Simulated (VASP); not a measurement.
**TiTe: single point with PBE**

TiTe:

```
Ti Te
1.0
     5.99380    2.99690    2.99690
     2.99690    5.99380    2.99690
     2.99690    2.99690    5.99380
Ti Te
2 2
Direct
  0.00000 0.00000 0.00000
  0.50000 0.50000 0.50000
  0.25000 0.25000 0.25000
  0.75000 0.75000 0.75000
```

```yaml
Program: VASP 6.6.1
Task: single point
Functional: PBE
Potentials_or_basis: VASP PAW PBE potentials, release 64 (Ti_sv, Te)
Cutoff: 500 eV
k_mesh: 6 × 6 × 6
Occupations: fermi-dirac, width 0.1 eV
Spin: collinear spin
Starting_moments: "[2.0, 2.0, 0.0, 0.0] μB"
```

| Item | Value |
| --- | --- |
| Pressure | -5.7 GPa |
| Net moment | 3.66 μB per cell |
| Site moments | Ti +1.47; Te -0.06 μB |
| Valence electrons inside the program's atomic spheres | Ti 10.11; Te 3.44 |

Levels at points of the mesh, in eV from the Fermi level:
Spin up:
| k point | band 17 | band 18 | band 19 | band 20 | band 21 | band 22 | band 23 | band 24 |
| --- | --- | --- | --- | --- | --- | --- | --- | --- |
| (0.00, 0.00, 0.00) | -0.83 | -0.83 | -0.83 | -0.38 | -0.38 | -0.03 | -0.03 | 0.12 |
| (0.50, 0.00, 0.00) | -0.72 | -0.72 | 0.07 | 0.07 | 0.14 | 0.14 | 0.93 | 0.93 |
| (0.50, 0.50, 0.00) | -1.70 | -0.03 | -0.03 | 0.00 | 0.12 | 0.19 | 0.19 | 0.44 |
| (0.50, 0.50, 0.50) | -0.44 | -0.44 | -0.44 | -0.44 | -0.35 | -0.35 | 1.29 | 1.29 |
Spin down:
| k point | band 13 | band 14 | band 15 | band 16 | band 17 | band 18 | band 19 | band 20 |
| --- | --- | --- | --- | --- | --- | --- | --- | --- |
| (0.00, 0.00, 0.00) | -2.98 | -1.36 | -1.36 | -1.36 | 0.48 | 0.48 | 0.57 | 0.57 |
| (0.50, 0.00, 0.00) | -3.65 | -3.65 | -2.92 | -2.92 | 0.53 | 0.53 | 1.52 | 1.52 |
| (0.50, 0.50, 0.00) | -2.98 | -2.98 | -2.86 | -2.86 | -0.57 | 0.91 | 1.30 | 1.54 |
| (0.50, 0.50, 0.50) | -2.40 | -2.40 | -2.40 | -2.40 | 0.94 | 0.94 | 0.97 | 0.97 |

Run time: 21 min on 1 thread of Oxide Virtual Turin-like Processor (shared host), peak memory 0.54 GiB.

Caveat: the cell stands under tension; spin-orbit coupling is left out, which moves the levels of the heavy elements.
